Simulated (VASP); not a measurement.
Here is a VASP 6.6.1 calculation.

The input INCAR:

```
PREC = Accurate
ENCUT = 520
EDIFF = 1E-6
ISMEAR = 0
SIGMA = 0.1
LREAL = False
LASPH = True
NELM = 60
ALGO = Normal
ISIF = 2
LWAVE = False
LCHARG = True
GGA = PE
LELF = True
LVHAR = True
NBANDS = 31
```

Contents of KPOINTS:

```
Automatic mesh
0
Gamma
  6 6 6
```

File POSCAR:

```
SnC2
1.0
   -2.1016067954      2.1016067954      6.1192996608
    2.1016067954     -2.1016067954      6.1192996608
    2.1016067954      2.1016067954     -6.1192996608
Sn C
2 4
Direct
    0.0000000000      0.0000000000      0.0000000000
    0.7500000000      0.2500000000      0.5000000000
    0.8236259589      0.8236259589      0.0000000000
    0.5736259589      0.0736259589      0.5000000000
    0.9263740411      0.4263740411      0.5000000000
    0.1763740411      0.1763740411      0.0000000000
```

Potentials or basis: VASP PAW PBE potentials, release 64 (Sn_d, C).

Launch:

```sh
$ cat potpaw_PBE.64/Sn_d/POTCAR potpaw_PBE.64/C/POTCAR > POTCAR
$ mpirun -np 1 vasp_std > vasp.out
```

(1) Predict the band gap on the k mesh.

(2) What does it give for the largest force?

(3) What does it give for the pressure?

## Answers

(1) zero (bands 22 and 23 overlap by 0.83 eV).

(2) 0.019 eV/Å.

(3) -0.1 GPa.

Caveat: spin-orbit coupling is left out, which moves the levels of the heavy elements.
